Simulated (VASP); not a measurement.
# BeTe (F-43m) in VASP: settings compared

The runs below take BeTe through single point, with PBE, PBE0, r2SCANh.

Everything below comes from runs of VASP 6.6.1. Logs are shortened: lines on timing, memory, paths and dates and some standing lists are left out, and cuts for length are marked.

## 1. The cell of the first run

It takes space group F-43m (No. 216, cubic). The conventional cell has a = 5.540 Å, b = 5.540 Å, c = 5.540 Å, α = 90.00°, β = 90.00°, γ = 90.00°. Within 3.2 Å of Be (site symmetry -43m) lie 4 Te at 2.40 Å. Te (site symmetry -43m) has 4 Be at 2.40 Å within 3.2 Å.

## 2. Single point, PBE

Input file INCAR:

```
SYSTEM = BeTe
ALGO     = Normal         ! electronic algorithm
EDIFF    = 1E-6           ! SCF threshold, eV
ENCUT    = 600            ! plane-wave cutoff, eV
GGA      = PE             ! functional
GGA_COMPAT= .False.      
ISIF     = 2              ! what is computed and relaxed
ISMEAR   = 0              ! smearing method
LASPH    = .True.         ! aspherical terms in the spheres
LCHARG   = .False.        ! write CHGCAR
LREAL    = .False.        ! projectors in reciprocal space
LWAVE    = .False.        ! write WAVECAR
NBANDS   = 11             ! bands
NELM     = 120            ! most SCF steps
PREC     = Accurate       ! precision mode
SIGMA    = 0.01           ! smearing width, eV
```

Input file KPOINTS:

```
k-points
0
Gamma
  4 4 4
  0 0 0
```

Input file POSCAR:

```
BeTe
1.0
    0.0000000000      2.7700000000      2.7700000000
    2.7700000000      0.0000000000      2.7700000000
    2.7700000000      2.7700000000      0.0000000000
Be Te
1 1
Direct
    0.0000000000      0.0000000000      0.0000000000
    0.7500000000      0.7500000000      0.7500000000
```

Potentials or basis: VASP PAW PBE potentials, release 64 (Be, Te).

The run is started by

```
$ cat potpaw_PBE.64/Be/POTCAR potpaw_PBE.64/Te/POTCAR > POTCAR
$ mpirun -np 1 vasp_std > vasp.out
```

OUTCAR:

```text
SYSTEM = BeTe
   EDIFF = 1E-6
   ENCUT = 600
   GGA = PE
   ISIF = 2
   ISMEAR = 0
   LASPH = .True.
   LREAL = .False.
   NELM = 120
   PREC = Accurate

 ion  position               nearest neighbor table
   1  0.000  0.000  0.000-   2 2.40   2 2.40   2 2.40   2 2.40
   2  0.750  0.750  0.750-   1 2.40   1 2.40   1 2.40   1 2.40

  LATTYP: Found a face centered cubic cell.
 ALAT       =     5.5400000000

  Lattice vectors:

 A1 = (   0.0000000000,   2.7700000000,   2.7700000000)
 A2 = (   2.7700000000,   0.0000000000,   2.7700000000)
 A3 = (   2.7700000000,   2.7700000000,   0.0000000000)

Analysis of symmetry for initial positions (statically):
=====================================================================
 Subroutine PRICEL returns:
 Original cell was already a primitive cell.

 Routine SETGRP: Setting up the symmetry group for a
 face centered cubic supercell.

 Subroutine GETGRP returns: Found 24 space group operations
 (whereof 24 operations were pure point group operations)
 out of a pool of 48 trial point group operations.

The static configuration has the point symmetry T_d .

Analysis of symmetry for dynamics (positions and initial velocities):
=====================================================================
 Subroutine PRICEL returns:
 Original cell was already a primitive cell.

 Routine SETGRP: Setting up the symmetry group for a
 face centered cubic supercell.

 Subroutine GETGRP returns: Found 24 space group operations
 (whereof 24 operations were pure point group operations)
 out of a pool of 48 trial point group operations.

The dynamic configuration has the point symmetry T_d .

 Subroutine INISYM returns: Found 24 space group operations
 (whereof 24 operations are pure point group operations),
 and found     1 'primitive' translations

----------------------------------------------------------------------------------------

                                     Primitive cell

  volume of cell :      42.5079

  direct lattice vectors                    reciprocal lattice vectors
     0.000000000  2.770000000  2.770000000    -0.180505415  0.180505415  0.180505415
     2.770000000  0.000000000  2.770000000     0.180505415 -0.180505415  0.180505415
     2.770000000  2.770000000  0.000000000     0.180505415  0.180505415 -0.180505415

  length of vectors
     3.917371568  3.917371568  3.917371568     0.312644550  0.312644550  0.312644550

  position of ions in fractional coordinates (direct lattice)
     0.000000000  0.000000000  0.000000000
     0.750000000  0.750000000  0.750000000

  ion indices of the primitive-cell ions
   primitive index   ion index
                 1           1
                 2           2

----------------------------------------------------------------------------------------

 KPOINTS: k-points

Automatic generation of k-mesh.
 Grid dimensions read from file:
 generate k-points for:    4    4    4

 Generating k-lattice:

  Cartesian coordinates                     Fractional coordinates (reciprocal lattice)
    -0.045126354  0.045126354  0.045126354     0.250000000  0.000000000  0.000000000
     0.045126354 -0.045126354  0.045126354     0.000000000  0.250000000  0.000000000
     0.045126354  0.045126354 -0.045126354     0.000000000  0.000000000  0.250000000

  Length of vectors
     0.078161138  0.078161138  0.078161138

  Shift w.r.t. Gamma in fractional coordinates (k-lattice)
     0.000000000  0.000000000  0.000000000

 Subroutine IBZKPT returns following result:
 ===========================================

 Found      8 irreducible k-points:

 Following reciprocal coordinates:
            Coordinates               Weight
  0.000000  0.000000  0.000000      1.000000
  0.250000  0.000000  0.000000      8.000000
  0.500000  0.000000  0.000000      4.000000
  0.250000  0.250000  0.000000      6.000000
  0.500000  0.250000  0.000000     24.000000
 -0.250000  0.250000  0.000000     12.000000
  0.500000  0.500000  0.000000      3.000000
 -0.250000  0.500000  0.250000      6.000000
   k-points           NKPTS =      8   k-points in BZ     NKDIM =      8   number of bands    NBANDS=     11
   number of dos      NEDOS =    301   number of ions     NIONS =      2
   total plane-waves  NPLWV =  32768
   dimension x,y,z NGX =    32 NGY =   32 NGZ =   32
   dimension x,y,z NGXF=    64 NGYF=   64 NGZF=   64
   ions per type =               1   1
   NGX,Y,Z   is equivalent  to a cutoff of  13.58, 13.58, 13.58 a.u.
   NGXF,Y,Z  is equivalent  to a cutoff of  27.16, 27.16, 27.16 a.u.
 SYSTEM =  BeTe
   PREC   = accura    normal or accurate (medium, high low for compatibility)
   ISTART =      0    job   : 0-new  1-cont  2-samecut
   ICHARG =      2    charge: 1-file 2-atom 10-const
   ISPIN  =      1    spin polarized calculation?
   LNONCOLLINEAR =      F non collinear calculations
   LSORBIT =      F    spin-orbit coupling
   LASPH  =      T    aspherical Exc in radial PAW
   ENCUT  =  600.0 eV  44.10 Ry    6.64 a.u.   7.82  7.82  7.82*2*pi/ulx,y,z
   NELM   =    120;   NELMIN=  2; NELMDL= -5     # of ELM steps
   EDIFF  = 0.1E-05   stopping-criterion for ELM
   LREAL  =      F    real-space projection
   EDIFFG = 0.1E-04   stopping-criterion for IOM
   NSW    =      0    number of steps for IOM
   IBRION =     -1    ionic relax: 0-MD 1-quasi-New 2-CG
   NFREE  =      0    steps in history (QN), initial steepest desc. (CG)
   ISIF   =      2    stress and relaxation
   ISYM   =      2    0-nonsym 1-usesym 2-fastsym
   POTIM  = 0.5000    time-step for ionic-motion
   TEBEG  =    0.0;   TEEND  =   0.0 temperature during run
   PSTRESS=    0.0 pullay stress
   NELECT =       8.0000    total number of electrons
   NUPDOWN=      -1.0000    fix difference up-down
   EMIN   =  10.00;   EMAX   =-10.00  energy-range for DOS
   EFERMI =   0.00;   METHOD = LEGACY
   ISMEAR =     0;   SIGMA  =   0.01  broadening in eV -4-tet -1-fermi 0-gaus
   EFERMI_NEDOS =   21; number of points for ismear=-14 and -15
   IALGO  =     38    algorithm
   IMIX   =      4    mixing-type and parameters
     AMIX     =   0.40;   BMIX     =  1.00
     AMIX_MAG =   1.60;   BMIX_MAG =  1.00
  volume/ion in A,a.u.               =      21.25       143.43
  Fermi-wavevector in a.u.,A,eV,Ry     =   0.938170  1.772885 11.975354  0.880164
  Thomas-Fermi vector in A             =   2.065355
   LORBIT       =      0    0 simple, 1 ext, 2 COOP (PROOUT), +10 PAW based schemes
   GGA     = PE    functional components
   LHFCALC =     F    Hartree Fock is set to
   AEXX    =    0.0000 exact exchange contribution
   IVDW    =     0    specifies the selected vdW correction
   LEPSILON=     F    determine dielectric tensor
   LRPA    =     F    only Hartree local field effects (RPA)
 non-spin polarized calculation
 Gauss-broadening in eV      SIGMA  =   0.01
  energy-cutoff  :      600.00
  volume of cell :       42.51
 maximum number of plane-waves:      1428
   NGX = 15   NGY = 15   NGZ = 15

 number of electron       8.0000000 magnetization

 Free energy of the ion-electron system (eV)
  ---------------------------------------------------
  ext. energy  EPLUGINS =         0.00000000
  ---------------------------------------------------
  free energy    TOTEN  =        -7.49966127 eV

  energy without entropy =       -7.49966127  energy(sigma->0) =       -7.49966127

 E-fermi :   5.7348     XC(G=0):  -9.2429

 val. band max:        5.6873102966   @ k =   0.0000   0.0000   0.0000
 cond. band min:       7.5250033471   @ k =   0.5000   0.5000   0.0000
 fundamental gap:      1.8376930505
 Fermi energy:         5.7347661041

 k-point     1 :       0.0000    0.0000    0.0000
  band No.  band energies     occupation
      1      -6.9465      2.00000
      2       5.6873      2.00000
      3       5.6873      2.00000
      4       5.6873      2.00000
      5       9.2393      0.00000
      6       9.2393      0.00000
      7       9.2393      0.00000
      8       9.8780      0.00000
      9      14.0681      0.00000
     10      16.0240      0.00000
     11      16.0240      0.00000

 k-point     2 :       0.2500    0.0000    0.0000
  band No.  band energies     occupation
      1      -6.3464      2.00000
      2       2.1892      2.00000
      3       4.9541      2.00000
      4       4.9541      2.00000
      5       9.1063      0.00000
      6      10.1632      0.00000
      7      10.1632      0.00000
      8      12.9678      0.00000
      9      14.7510      0.00000
     10      14.7510      0.00000
     11      14.8250      0.00000

 k-point     3 :       0.5000    0.0000    0.0000
  band No.  band energies     occupation
      1      -5.4703      2.00000
      2      -0.1865      2.00000
      3       4.4657      2.00000
      4       4.4657      2.00000
      5       8.8911      0.00000
      6      10.2398      0.00000
      7      10.2398      0.00000
      8      13.4744      0.00000
      9      16.8452      0.00000
     10      17.3682      0.00000
     11      17.3682      0.00000

 k-point     4 :       0.2500    0.2500    0.0000
  band No.  band energies     occupation
      1      -6.1418      2.00000
      2       2.6859      2.00000
      3       3.8683      2.00000
      4       3.8683      2.00000
      5       8.1990      0.00000
      6      10.0904      0.00000
      7      12.2538      0.00000
      8      12.2538      0.00000
      9      14.6951      0.00000
     10      16.6326      0.00000
     11      17.0155      0.00000

 k-point     5 :       0.5000    0.2500    0.0000
  band No.  band energies     occupation
      1      -5.2405      2.00000
      2       0.5680      2.00000
      3       2.4938      2.00000
      4       3.5119      2.00000
      5       8.5750      0.00000
      6      11.2552      0.00000
      7      12.3848      0.00000
      8      12.6285      0.00000
      9      16.2594      0.00000
     10      17.6407      0.00000
     11      18.4073      0.00000

 k-point     6 :      -0.2500    0.2500    0.0000
  band No.  band energies     occupation
      1      -5.5577      2.00000
      2       1.1005      2.00000
      3       2.2935      2.00000
      4       4.3829      2.00000
      5       9.4336      0.00000
      6      11.2554      0.00000
      7      11.9572      0.00000
      8      12.5078      0.00000
      9      14.1014      0.00000
     10      15.7431      0.00000
     11      18.3670      0.00000

 k-point     7 :       0.5000    0.5000    0.0000
  band No.  band energies     occupation
      1      -4.9259      2.00000
      2       0.2928      2.00000
      3       2.8466      2.00000
      4       2.8466      2.00000
      5       7.5250      0.00000
      6       8.2701      0.00000
      7      15.7011      0.00000
      8      15.7011      0.00000
      9      17.5174      0.00000
     10      19.2482      0.00000
     11      19.3313      0.00000

 k-point     8 :      -0.2500    0.5000    0.2500
  band No.  band energies     occupation
      1      -4.8852      2.00000
      2       0.8732      2.00000
      3       1.7165      2.00000
      4       2.2283      2.00000
      5      10.9906      0.00000
      6      11.1791      0.00000
      7      11.3350      0.00000
      8      12.0520      0.00000
      9      16.8237      0.00000
     10      17.7934      0.00000
     11      18.7362      0.00000

------------------------ aborting loop because EDIFF is reached ----------------------------------------

  FORCE on cell =-STRESS in cart. coord.  units (eV):
  Direction    XX          YY          ZZ          XY          YZ          ZX
  --------------------------------------------------------------------------------------
  -------------------------------------------------------------------------------------
  Total        1.3173503      1.3173503      1.3173503     -0.0000000      0.0000000     -0.0000000
  in kB       49.6526625     49.6526625     49.6526625     -0.0000000      0.0000000     -0.0000000
  external PRESSURE =      49.6526625 kB  Pullay stress =       0.0000000 kB

 VOLUME and BASIS-vectors are now :
 -----------------------------------------------------------------------------
  energy-cutoff  :      600.00
  volume of cell :       42.51
      direct lattice vectors                 reciprocal lattice vectors
     0.000000000  2.770000000  2.770000000    -0.180505415  0.180505415  0.180505415
     2.770000000  0.000000000  2.770000000     0.180505415 -0.180505415  0.180505415
     2.770000000  2.770000000  0.000000000     0.180505415  0.180505415 -0.180505415

 POSITION                                       TOTAL-FORCE (eV/Angst)
 -----------------------------------------------------------------------------------
      0.00000      0.00000      0.00000         0.000000      0.000000      0.000000
      4.15500      4.15500      4.15500        -0.000000     -0.000000     -0.000000
 -----------------------------------------------------------------------------------
    total drift:                               -0.000000     -0.000000     -0.000000

  FREE ENERGIE OF THE ION-ELECTRON SYSTEM (eV)
  ---------------------------------------------------
  free  energy   TOTEN  =        -7.4996612675 eV

  energy  without entropy=       -7.4996612675  energy(sigma->0) =       -7.49966127
```

It took 5 s on 1 thread of Intel Xeon Platinum 8375C at 2.90GHz (Ice Lake), shared host; peak memory 0.17 GiB.

Results:

```yaml
Free_energy: -7.4997 eV
Pressure: 5.0 GPa
Band_gap_on_the_k_mesh: 1.84 eV (least direct gap 3.55 eV)
```

Levels at points of the mesh, in eV from the valence-band top:
```csv
k point,band 1,band 2,band 3,band 4,band 5,band 6,band 7,band 8,band 9
"(0.00, 0.00, 0.00)",-12.63,0.00,0.00,0.00,3.55,3.55,3.55,4.19,8.38
"(0.50, 0.00, 0.00)",-11.16,-5.87,-1.22,-1.22,3.20,4.55,4.55,7.79,11.16
"(0.50, 0.50, 0.00)",-10.61,-5.39,-2.84,-2.84,1.84,2.58,10.01,10.01,11.83
```

Caveat: the k points lie up to 0.49 Å⁻¹ apart; spin-orbit coupling is left out, which moves the levels of the heavy elements. As with any semilocal functional, this PBE gap is likely too small.

(Continued in part 2 of 2.)
